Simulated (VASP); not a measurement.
# B3N2 (Pm-3m) in VASP: notebook

B3N2 is run at these levels: PBE; tasks: single point, relaxation of cell and atoms.

Everything below comes from runs of VASP 6.6.1. Logs are shortened: lines on timing, memory, paths and dates and some standing lists are left out, and cuts for length are marked.

## Step 1: The cell of the first run

Symmetry: Pm-3m, No. 221, cubic system. Conventional cell: a = 3.353 Å, b = 3.353 Å, c = 3.353 Å, α = 90.00°, β = 90.00°, γ = 90.00°. B (site symmetry 4/mmm) has 2 N at 1.68 Å within 2.2 Å. N (site symmetry m-3m) has 12 B at 2.37 Å and 8 N at 2.90 Å within 3.1 Å. N (site symmetry m-3m) has 6 B at 1.68 Å within 2.2 Å.

## Step 2: Single point, PBE

Input file INCAR:

```
SYSTEM = B3N2
ALGO = Normal
EDIFF = 1E-7
ENCUT = 520
GGA = PE
ISIF = 2
ISMEAR = 0
LASPH = .TRUE.
LCHARG = .FALSE.
LREAL = .FALSE.
LWAVE = .FALSE.
NBANDS = 18
NELM = 60
PREC = Accurate
SIGMA = 0.1
```

Input file KPOINTS:

```
k-points
0
G
  6 6 6
  0 0 0
```

Input file POSCAR:

```
B3N2
1.0
    3.3531166673      0.0000000000      0.0000000000
    0.0000000000      3.3531166673      0.0000000000
    0.0000000000      0.0000000000      3.3531166673
B N
3 2
Direct
    0.0000000000      0.5000000000      0.5000000000
    0.5000000000      0.0000000000      0.5000000000
    0.5000000000      0.5000000000      0.0000000000
    0.0000000000      0.0000000000      0.0000000000
    0.5000000000      0.5000000000      0.5000000000
```

Potentials or basis: VASP PAW PBE potentials, release 64 (B, N).

Started as:

```console
$ cat potpaw_PBE.64/B/POTCAR potpaw_PBE.64/N/POTCAR > POTCAR
$ mpirun -np 1 vasp_std > vasp.out
```

OUTCAR:

```text
SYSTEM = B3N2
   EDIFF = 1E-7
   ENCUT = 520
   GGA = PE
   ISIF = 2
   ISMEAR = 0
   LASPH = .TRUE.
   LREAL = .FALSE.
   NELM = 60
   PREC = Accurate

 ion  position               nearest neighbor table
   1  0.000  0.500  0.500-   5 1.68   5 1.68
   2  0.500  0.000  0.500-   5 1.68   5 1.68
   3  0.500  0.500  0.000-   5 1.68   5 1.68
   4  0.000  0.000  0.000-
   5  0.500  0.500  0.500-   1 1.68   2 1.68   3 1.68   3 1.68   2 1.68   1 1.68

  LATTYP: Found a simple cubic cell.
 ALAT       =     3.3531166673

  Lattice vectors:

 A1 = (   3.3531166673,   0.0000000000,   0.0000000000)
 A2 = (   0.0000000000,   3.3531166673,   0.0000000000)
 A3 = (   0.0000000000,   0.0000000000,   3.3531166673)

Analysis of symmetry for initial positions (statically):
=====================================================================
 Subroutine PRICEL returns:
 Original cell was already a primitive cell.

 Routine SETGRP: Setting up the symmetry group for a
 simple cubic supercell.

 Subroutine GETGRP returns: Found 48 space group operations
 (whereof 48 operations were pure point group operations)
 out of a pool of 48 trial point group operations.

The static configuration has the point symmetry O_h .

Analysis of symmetry for dynamics (positions and initial velocities):
=====================================================================
 Subroutine PRICEL returns:
 Original cell was already a primitive cell.

 Routine SETGRP: Setting up the symmetry group for a
 simple cubic supercell.

 Subroutine GETGRP returns: Found 48 space group operations
 (whereof 48 operations were pure point group operations)
 out of a pool of 48 trial point group operations.

The dynamic configuration has the point symmetry O_h .

 Subroutine INISYM returns: Found 48 space group operations
 (whereof 48 operations are pure point group operations),
 and found     1 'primitive' translations

----------------------------------------------------------------------------------------

                                     Primitive cell

  volume of cell :      37.7004

  direct lattice vectors                    reciprocal lattice vectors
     3.353116667  0.000000000  0.000000000     0.298230005  0.000000000  0.000000000
     0.000000000  3.353116667  0.000000000     0.000000000  0.298230005  0.000000000
     0.000000000  0.000000000  3.353116667     0.000000000  0.000000000  0.298230005

  length of vectors
     3.353116667  3.353116667  3.353116667     0.298230005  0.298230005  0.298230005

  position of ions in fractional coordinates (direct lattice)
     0.000000000  0.500000000  0.500000000
     0.500000000  0.000000000  0.500000000
     0.500000000  0.500000000  0.000000000
     0.000000000  0.000000000  0.000000000
     0.500000000  0.500000000  0.500000000

  ion indices of the primitive-cell ions
   primitive index   ion index
                 1           1
                 2           2
                 3           3
                 4           4
                 5           5

----------------------------------------------------------------------------------------

 KPOINTS: k-points

Automatic generation of k-mesh.
 Grid dimensions read from file:
 generate k-points for:    6    6    6

 Generating k-lattice:

  Cartesian coordinates                     Fractional coordinates (reciprocal lattice)
     0.049705001  0.000000000  0.000000000     0.166666667  0.000000000  0.000000000
     0.000000000  0.049705001  0.000000000     0.000000000  0.166666667  0.000000000
     0.000000000  0.000000000  0.049705001     0.000000000  0.000000000  0.166666667

  Length of vectors
     0.049705001  0.049705001  0.049705001

  Shift w.r.t. Gamma in fractional coordinates (k-lattice)
     0.000000000  0.000000000  0.000000000

 Subroutine IBZKPT returns following result:
 ===========================================

 Found     20 irreducible k-points:

 Following reciprocal coordinates:
            Coordinates               Weight
  0.000000  0.000000  0.000000      1.000000
  0.166667  0.000000  0.000000      6.000000
  0.333333  0.000000  0.000000      6.000000
  0.500000  0.000000  0.000000      3.000000
  0.166667  0.166667  0.000000     12.000000
  0.333333  0.166667  0.000000     24.000000
[... 12 lines left out ...]
  0.500000  0.500000  0.333333      6.000000
  0.500000  0.500000  0.500000      1.000000
   k-points           NKPTS =     20   k-points in BZ     NKDIM =     20   number of bands    NBANDS=     18
   number of dos      NEDOS =    301   number of ions     NIONS =      5
   total plane-waves  NPLWV =  21952
   dimension x,y,z NGX =    28 NGY =   28 NGZ =   28
   dimension x,y,z NGXF=    56 NGYF=   56 NGZF=   56
   ions per type =               3   2
   NGX,Y,Z   is equivalent  to a cutoff of  13.88, 13.88, 13.88 a.u.
   NGXF,Y,Z  is equivalent  to a cutoff of  27.76, 27.76, 27.76 a.u.
 SYSTEM =  B3N2
   PREC   = accura    normal or accurate (medium, high low for compatibility)
   ISTART =      0    job   : 0-new  1-cont  2-samecut
   ICHARG =      2    charge: 1-file 2-atom 10-const
   ISPIN  =      1    spin polarized calculation?
   LNONCOLLINEAR =      F non collinear calculations
   LSORBIT =      F    spin-orbit coupling
   LASPH  =      T    aspherical Exc in radial PAW
   ENCUT  =  520.0 eV  38.22 Ry    6.18 a.u.   6.23  6.23  6.23*2*pi/ulx,y,z
   NELM   =     60;   NELMIN=  2; NELMDL= -5     # of ELM steps
   EDIFF  = 0.1E-06   stopping-criterion for ELM
   LREAL  =      F    real-space projection
   EDIFFG = 0.1E-05   stopping-criterion for IOM
   NSW    =      0    number of steps for IOM
   IBRION =     -1    ionic relax: 0-MD 1-quasi-New 2-CG
   NFREE  =      0    steps in history (QN), initial steepest desc. (CG)
   ISIF   =      2    stress and relaxation
   ISYM   =      2    0-nonsym 1-usesym 2-fastsym
   POTIM  = 0.5000    time-step for ionic-motion
   TEBEG  =    0.0;   TEEND  =   0.0 temperature during run
   PSTRESS=    0.0 pullay stress
   NELECT =      19.0000    total number of electrons
   NUPDOWN=      -1.0000    fix difference up-down
   EMIN   =  10.00;   EMAX   =-10.00  energy-range for DOS
   EFERMI =   0.00;   METHOD = LEGACY
   ISMEAR =     0;   SIGMA  =   0.10  broadening in eV -4-tet -1-fermi 0-gaus
   EFERMI_NEDOS =   21; number of points for ismear=-14 and -15
   IALGO  =     38    algorithm
   IMIX   =      4    mixing-type and parameters
     AMIX     =   0.40;   BMIX     =  1.00
     AMIX_MAG =   1.60;   BMIX_MAG =  1.00
  volume/ion in A,a.u.               =       7.54        50.88
  Fermi-wavevector in a.u.,A,eV,Ry     =   1.302799  2.461933 23.092962  1.697285
  Thomas-Fermi vector in A             =   2.433843
   LORBIT       =      0    0 simple, 1 ext, 2 COOP (PROOUT), +10 PAW based schemes
   GGA     = PE    functional components
   LHFCALC =     F    Hartree Fock is set to
   AEXX    =    0.0000 exact exchange contribution
   IVDW    =     0    specifies the selected vdW correction
   LEPSILON=     F    determine dielectric tensor
   LRPA    =     F    only Hartree local field effects (RPA)
 non-spin polarized calculation
 Gauss-broadening in eV      SIGMA  =   0.10
  energy-cutoff  :      520.00
  volume of cell :       37.70
 maximum number of plane-waves:      1064
 NGX is ok and might be reduce to    28
   NGX = 13   NGY = 13   NGZ = 13

 number of electron      18.9999997 magnetization

 Free energy of the ion-electron system (eV)
  ---------------------------------------------------
  ext. energy  EPLUGINS =         0.00000000
  ---------------------------------------------------
  free energy    TOTEN  =       -24.69331922 eV

  energy without entropy =      -24.67939821  energy(sigma->0) =      -24.68635871

 E-fermi :   7.4694     XC(G=0): -12.0531

 val. band max:        7.4234573134   @ k =   0.1667   0.0000   0.0000
 cond. band min:       7.4920250712   @ k =   0.1667   0.1667   0.0000
 fundamental gap:      0.0685677579
 Fermi energy:         7.4693701907

 k-point     1 :       0.0000    0.0000    0.0000
  band No.  band energies     occupation
      1     -13.8292      2.00000
      2      -6.7382      2.00000
      3      -3.0956      2.00000
      4      -3.0956      2.00000
      5      -3.0956      2.00000
      6       4.7296      2.00000
[... 10 lines left out ...]
     17      13.1578      0.00000
     18      19.2972      0.00000

 k-point     2 :       0.1667    0.0000    0.0000
  band No.  band energies     occupation
      1     -13.6895      2.00000
      2      -7.1648      2.00000
      3      -3.0176      2.00000
      4      -2.9462      2.00000
      5      -2.9462      2.00000
      6       3.1605      2.00000
[... 10 lines left out ...]
     17      12.9652      0.00000
     18      19.6163      0.00000

 k-point     3 :       0.3333    0.0000    0.0000
  band No.  band energies     occupation
      1     -13.3673      2.00000
      2      -8.0149      2.00000
      3      -2.7226      2.00000
      4      -2.6104      2.00000
      5      -2.6104      2.00000
      6       1.6334      2.00000
[... 10 lines left out ...]
     17      12.5576      0.00000
     18      16.9051      0.00000

 k-point     4 :       0.5000    0.0000    0.0000
  band No.  band energies     occupation
      1     -13.1753      2.00000
      2      -8.4483      2.00000
      3      -2.4931      2.00000
      4      -2.4181      2.00000
      5      -2.4181      2.00000
      6       0.9763      2.00000
[... 10 lines left out ...]
     17      13.3041      0.00000
     18      13.7972      0.00000

 k-point     5 :       0.1667    0.1667    0.0000
  band No.  band energies     occupation
      1     -13.5608      2.00000
      2      -7.3540      2.00000
      3      -3.6244      2.00000
      4      -2.8035      2.00000
      5      -2.4675      2.00000
      6       2.7747      2.00000
[... 10 lines left out ...]
     17      13.4556      0.00000
     18      19.8352      0.00000

 k-point     6 :       0.3333    0.1667    0.0000
  band No.  band energies     occupation
      1     -13.2680      2.00000
      2      -7.8811      2.00000
      3      -3.6835      2.00000
      4      -2.4932      2.00000
      5      -2.4850      2.00000
      6       2.0085      2.00000
[... 10 lines left out ...]
     17      13.4517      0.00000
     18      16.8563      0.00000

 k-point     7 :       0.5000    0.1667    0.0000
  band No.  band energies     occupation
      1     -13.0974      2.00000
      2      -8.2047      2.00000
      3      -3.2534      2.00000
      4      -2.9465      2.00000
      5      -2.3045      2.00000
      6       1.8860      2.00000
[... 10 lines left out ...]
     17      13.6330      0.00000
     18      13.8360      0.00000

 k-point     8 :       0.3333    0.3333    0.0000
  band No.  band energies     occupation
      1     -13.0508      2.00000
      2      -7.6319      2.00000
      3      -4.4811      2.00000
      4      -3.2577      2.00000
      5      -2.2108      2.00000
      6       2.5122      2.00000
[... 10 lines left out ...]
     17      14.3000      0.00000
     18      16.3678      0.00000
[... 145 lines left out ...]
     17      13.6367      0.00000
     18      14.5880      0.00000

 k-point    16 :       0.5000    0.5000    0.1667
  band No.  band energies     occupation
      1     -12.7903      2.00000
      2      -6.8463      2.00000
      3      -4.6049      2.00000
      4      -4.6049      2.00000
      5      -2.4098      2.00000
      6       2.6281      2.00000
[... 10 lines left out ...]
     17      13.2984      0.00000
     18      14.6559      0.00000

 k-point    17 :       0.3333    0.3333    0.3333
  band No.  band energies     occupation
      1     -12.8291      2.00000
      2      -7.0657      2.00000
      3      -3.6905      2.00000
      4      -3.6905      2.00000
      5      -3.4755      2.00000
      6       1.4919      2.00000
[... 10 lines left out ...]
     17      13.8646      0.00000
     18      16.1972      0.00000

 k-point    18 :       0.5000    0.3333    0.3333
  band No.  band energies     occupation
      1     -12.7488      2.00000
      2      -6.8258      2.00000
      3      -3.8870      2.00000
      4      -3.8561      2.00000
      5      -3.2974      2.00000
      6       0.6704      2.00000
[... 10 lines left out ...]
     17      14.3033      0.00000
     18      14.7461      0.00000

 k-point    19 :       0.5000    0.5000    0.3333
  band No.  band energies     occupation
      1     -12.6839      2.00000
      2      -6.4730      2.00000
      3      -3.9899      2.00000
      4      -3.9899      2.00000
      5      -3.2005      2.00000
      6       0.7924      2.00000
[... 10 lines left out ...]
     17      14.6042      0.00000
     18      14.6042      0.00000

 k-point    20 :       0.5000    0.5000    0.5000
  band No.  band energies     occupation
      1     -12.6285      2.00000
      2      -6.2514      2.00000
      3      -3.5411      2.00000
      4      -3.5411      2.00000
      5      -3.5411      2.00000
      6       0.0673      2.00000
[... 10 lines left out ...]
     17      15.3134      0.00000
     18      15.3134      0.00000

------------------------ aborting loop because EDIFF is reached ----------------------------------------

  FORCE on cell =-STRESS in cart. coord.  units (eV):
  Direction    XX          YY          ZZ          XY          YZ          ZX
  --------------------------------------------------------------------------------------
  -------------------------------------------------------------------------------------
  Total       -0.0482548     -0.0482548     -0.0482548      0.0000000     -0.0000000     -0.0000000
  in kB       -2.0507150     -2.0507150     -2.0507150      0.0000000     -0.0000000     -0.0000000
  external PRESSURE =      -2.0507150 kB  Pullay stress =       0.0000000 kB

 VOLUME and BASIS-vectors are now :
 -----------------------------------------------------------------------------
  energy-cutoff  :      520.00
  volume of cell :       37.70
      direct lattice vectors                 reciprocal lattice vectors
     3.353116667  0.000000000  0.000000000     0.298230005  0.000000000  0.000000000
     0.000000000  3.353116667  0.000000000     0.000000000  0.298230005  0.000000000
     0.000000000  0.000000000  3.353116667     0.000000000  0.000000000  0.298230005

 POSITION                                       TOTAL-FORCE (eV/Angst)
 -----------------------------------------------------------------------------------
      0.00000      1.67656      1.67656         0.000000      0.000000      0.000000
      1.67656      0.00000      1.67656         0.000000      0.000000      0.000000
      1.67656      1.67656      0.00000         0.000000      0.000000      0.000000
      0.00000      0.00000      0.00000         0.000000      0.000000      0.000000
      1.67656      1.67656      1.67656         0.000000      0.000000      0.000000
 -----------------------------------------------------------------------------------
    total drift:                                0.000000      0.000000      0.000000

  FREE ENERGIE OF THE ION-ELECTRON SYSTEM (eV)
  ---------------------------------------------------
  free  energy   TOTEN  =       -24.6933192224 eV

  energy  without entropy=      -24.6793982061  energy(sigma->0) =      -24.68635871
```

It took 9.3 s on 1 thread of Intel Xeon 6975P-C (Granite Rapids), shared host; peak memory 0.14 GiB.

Results:

```
Free energy : -24.6933 eV
Pressure    : -0.2 GPa
```

## Step 3: Single point, PBE, collinear spin, ferromagnetic start

Input file INCAR:

```
ALGO = Normal
EDIFF = 1E-6
ENCUT = 520
GGA = PE
ISIF = 2
ISMEAR = 0
ISPIN = 2
LASPH = T
LCHARG = F
LORBIT = 11
LREAL = F
LWAVE = F
MAGMOM = 0 0 0 1 1
NBANDS = 22
NELM = 150
PREC = Accurate
SIGMA = 0.1
```

Input file KPOINTS:

```
k-points
0
Gamma
  6 6 6
```

POSCAR is that of step 2.

Potentials or basis: VASP PAW PBE potentials, release 64 (B, N).

Started as:

```console
$ cat potpaw_PBE.64/B/POTCAR potpaw_PBE.64/N/POTCAR > POTCAR
$ mpirun -np 1 vasp_std > vasp.out
```

Run time: 20 s. Hardware: 1 thread of Intel Xeon 6975P-C (Granite Rapids), shared host; peak memory 0.17 GiB.

Results (log left out):

* Free energy: -24.6933 eV
* Pressure: -0.2 GPa
* Net moment: 0.00 μB per cell
* Valence electrons inside the program's atomic spheres: B 1.56; N 3.41, 3.79

Levels at points of the mesh, in eV from the Fermi level:
Spin up:
```csv
k point,band 6,band 7,band 8,band 9,band 10,band 11,band 12,band 13
"(0.00, 0.00, 0.00)",-2.74,-2.74,-2.74,-2.49,-2.49,-1.46,3.54,3.54
"(0.50, 0.00, 0.00)",-6.49,-3.67,-3.67,-1.11,0.59,2.65,2.72,3.00
"(0.50, 0.50, 0.00)",-3.34,-3.34,-2.58,-2.23,-1.89,0.38,0.38,4.90
"(0.50, 0.50, 0.50)",-7.40,-7.40,-7.40,3.13,3.13,3.13,4.23,4.23
```
Spin down:
```
           k point  band 7  band 8  band 9  band 10  band 11  band 12
(0.00, 0.00, 0.00)   -2.74   -2.74   -2.49    -2.49    -1.46     3.54
(0.50, 0.00, 0.00)   -3.67   -3.67   -1.11     0.59     2.65     2.72
(0.50, 0.50, 0.00)   -3.34   -2.58   -2.23    -1.89     0.38     0.38
(0.50, 0.50, 0.50)   -7.40   -7.40    3.13     3.13     3.13     4.23
```

## Step 4: Relaxation of cell and atoms, PBE

This run uses another cell than the first one, of 10.18 Å³/atom, 1.350 times its volume.

Input file INCAR:

```
PREC     = Accurate       # precision mode
ENCUT    = 600            # plane-wave cutoff, eV
EDIFF    = 1E-7           # SCF threshold, eV
ISMEAR   = 0              # smearing method
SIGMA    = 0.1            # smearing width, eV
LREAL    = False          # projectors in reciprocal space
LASPH    = True           # aspherical terms in the spheres
NELM     = 60             # most SCF steps
ALGO     = Normal         # electronic algorithm
ISIF     = 3              # what is computed and relaxed
LWAVE    = False          # write WAVECAR
LCHARG   = False          # write CHGCAR
GGA      = PE             # functional
IBRION   = 2              # ionic algorithm
NSW      = 90             # ionic steps
EDIFFG   = -0.04          # ionic threshold
```

Input file KPOINTS:

```
Automatic mesh
0
Gamma
  6 6 6
```

Changes to POSCAR since step 3:

```diff
@@ -2,5 +2,5 @@
 1.0
-    3.3531166673      0.0000000000      0.0000000000
-    0.0000000000      3.3531166673      0.0000000000
-    0.0000000000      0.0000000000      3.3531166673
+    3.7060998300      0.0000000000      0.0000000000
+    0.0000000000      3.7060998300      0.0000000000
+    0.0000000000      0.0000000000      3.7060998300
 B N
```

Started as:

```console
$ cat potpaw_PBE.64/B/POTCAR potpaw_PBE.64/N/POTCAR > POTCAR
$ mpirun -np 1 vasp_std > vasp.out
```

Run time: 27 s. Hardware: 1 thread of Intel Xeon 6975P-C (Granite Rapids), shared host; peak memory 0.16 GiB.

It converged, with:

| Property | Result |
| --- | --- |
| Free energy | -24.7218 eV |
| Relaxed volume | 7.56 Å³/atom |
| Relaxed cell | a = 3.356 Å, b = 3.356 Å, c = 3.356 Å, α = 90.00°, β = 90.00°, γ = 90.00° |
| Space group after relaxing (to 0.05 Å) | Pm-3m (No. 221) |
| Energy gained by relaxing | 314.4 meV/atom |
| Ionic steps | 3 |
| Pressure after relaxing | -0.7 GPa |

The path:
| step | energy change (eV) | largest force (eV/Å) | pressure (GPa) | volume (Å³) |
| --- | --- | --- | --- | --- |
| 1 | 0.0000 | 0.0000 | -28.97 | 50.90 |
| 2 | -1.5624 | 0.0000 | -3.59 | 38.51 |
| 3 | -1.5720 | 0.0000 | -0.74 | 37.80 |

Final structure:
```
CELL_PARAMETERS angstrom
3.35620 0.00000 0.00000
0.00000 3.35620 0.00000
0.00000 0.00000 3.35620
ATOMIC_POSITIONS crystal
B 0.00000 0.50000 0.50000
B 0.50000 0.00000 0.50000
B 0.50000 0.50000 0.00000
N 0.00000 0.00000 0.00000
N 0.50000 0.50000 0.50000
```

Levels at points of the mesh, in eV from the Fermi level:
```csv
k point,band 5,band 6,band 7,band 8,band 9,band 10,band 11,band 12,band 13
"(0.00, 0.00, 0.00)",-10.54,-2.73,-2.73,-2.73,-2.49,-2.49,-1.47,3.54,3.54
"(0.50, 0.00, 0.00)",-9.86,-6.48,-3.65,-3.65,-1.12,0.60,2.65,2.71,3.00
"(0.50, 0.50, 0.00)",-9.37,-3.33,-3.33,-2.57,-2.22,-1.90,0.38,0.38,4.89
"(0.50, 0.50, 0.50)",-10.99,-7.38,-7.38,-7.38,3.13,3.13,3.13,4.22,4.22
```

Caveat: the volume moved by over 15 % at a fixed basis, so the end points are rough.

[end of part 1 of 2]
